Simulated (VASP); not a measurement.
Set up this calculation in VASP 6.6.1, as the native input.

- Task: single point
- Functional: PBE
- Potentials or basis: VASP PAW PBE potentials, release 64 (Hf_pv, O)
- Cutoff: 520 eV
- k mesh: 8 × 8 × 8
- Occupations: gaussian, width 0.02 eV
- Spin: no spin polarisation
- Dipole correction: no
- Further INCAR settings: ALGO = Normal; EDIFF = 1e-06; NBANDS = 18

The structure of HfO2 lies in POSCAR:

```
HfO2
1.0
    0.0000000000      2.4424797070      2.4424797070
    2.4424797070      0.0000000000      2.4424797070
    2.4424797070      2.4424797070      0.0000000000
Hf O
1 2
Direct
    0.0000000000      0.0000000000      0.0000000000
    0.2500000000      0.2500000000      0.2500000000
    0.7500000000      0.7500000000      0.7500000000
```

This cell differs from its parent crystal: volume scaled by 0.88.

The input as run:

INCAR

```
ALGO = Normal ; EDIFF = 1E-6
ENCUT = 520 ; GGA = PE
ISIF = 2 ; ISMEAR = 0
LASPH = True ; LCHARG = False
LREAL = False ; LWAVE = False
NBANDS = 18 ; NELM = 60
PREC = Accurate ; SIGMA = 0.02
```

KPOINTS

```
k-points
0
Gamma
  8 8 8
```

Potentials or basis: VASP PAW PBE potentials, release 64 (Hf_pv, O).

The run is started by

```bash
$ cat potpaw_PBE.64/Hf_pv/POTCAR potpaw_PBE.64/O/POTCAR > POTCAR
$ mpirun -np 1 vasp_std > vasp.out
```

It gave:

- Pressure: 36.3 GPa
- Band gap on the k mesh: 4.10 eV, direct

Caveat: spin-orbit coupling is left out, which moves the levels of the heavy elements.

Wall time 14 s on 1 thread of Intel(R) Xeon(R) Platinum 8488C (Sapphire Rapids) (shared host), peak memory 0.16 GiB.
